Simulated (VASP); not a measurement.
Runs of VASP 6.6.1 on CaO. The structure is that of space group Fm-3m (No. 225), or close to it. The cells are those of the table. 

| task | cell | cutoff (eV) | smearing | gap on the mesh (eV) | pressure (GPa) | relaxed volume (Å³/atom) |
| --- | --- | --- | --- | --- | --- | --- |
| relaxation of cell and atoms | relaxed from a = 3.470 Å, angles 60.0°, 2 atoms | 600 | gaussian 0.1 eV | 3.43 | 0.0 | 13.12 |
| relaxation of cell and atoms | relaxed from a = 3.329 Å, angles 60.0°, 2 atoms | 600 | gaussian 0.02 eV | 3.43 | 0.0 | (a) |
| single point | a = 3.329 Å, angles 60.0°, 2 atoms | 520 | gaussian 0.1 eV | 3.42 | 1.0 | - |
| single point | a = 3.329 Å, angles 60.0°, 2 atoms | 520 | gaussian 0.02 eV | 3.42 | 1.0 | - |

Alike in all rows: level LDA; potentials or basis VASP PAW LDA potentials, release 64 (Ca_sv, O); no spin polarisation; k mesh 8 × 8 × 8.

**Question.** Fill in the values left out.

**Answer.** (a) 13.13.

A k mesh can miss the band edges.
